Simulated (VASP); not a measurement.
A run of VASP 6.6.1:

File INCAR:

```
ALGO = Fast ; EDIFF = 1E-7
ENCUT = 520 ; GGA = PE
ISIF = 2 ; ISMEAR = 0
LASPH = True ; LCHARG = False
LREAL = False ; LWAVE = False
NBANDS = 52 ; NELM = 100
PREC = Accurate ; SIGMA = 0.1
```

The input KPOINTS:

```
k-points
0
Gamma
  4 4 4
```

POSCAR

```
TiPt3
1.0
    0.0000000000      4.0925881100      4.0925881100
    4.0925881100      0.0000000000      4.0925881100
    4.0925881100      4.0925881100      0.0000000000
Ti Pt
2 6
Direct
    0.0000000000      0.0000000000      0.0000000000
    0.5000000000      0.5000000000      0.5000000000
    0.2544481100      0.7455518900      0.7455518900
    0.7455518900      0.2544481100      0.2544481100
    0.7455518900      0.2544481100      0.7455518900
    0.2544481100      0.7455518900      0.2544481100
    0.7455518900      0.7455518900      0.2544481100
    0.2544481100      0.2544481100      0.7455518900
```

Potentials or basis: VASP PAW PBE potentials, release 64 (Ti_sv, Pt).

Run with:

```bash
$ cat potpaw_PBE.64/Ti_sv/POTCAR potpaw_PBE.64/Pt/POTCAR > POTCAR
$ mpirun -np 1 vasp_std > vasp.out
```

Hardware: 1 thread of AMD EPYC 7R13, on a shared host.

Q: How long does it take, and how much memory?

A: It took 10 min on 1 thread of AMD EPYC 7R13, with other jobs on the host, peak memory 0.34 GiB. Counts: scf iterations 36, k points 8.
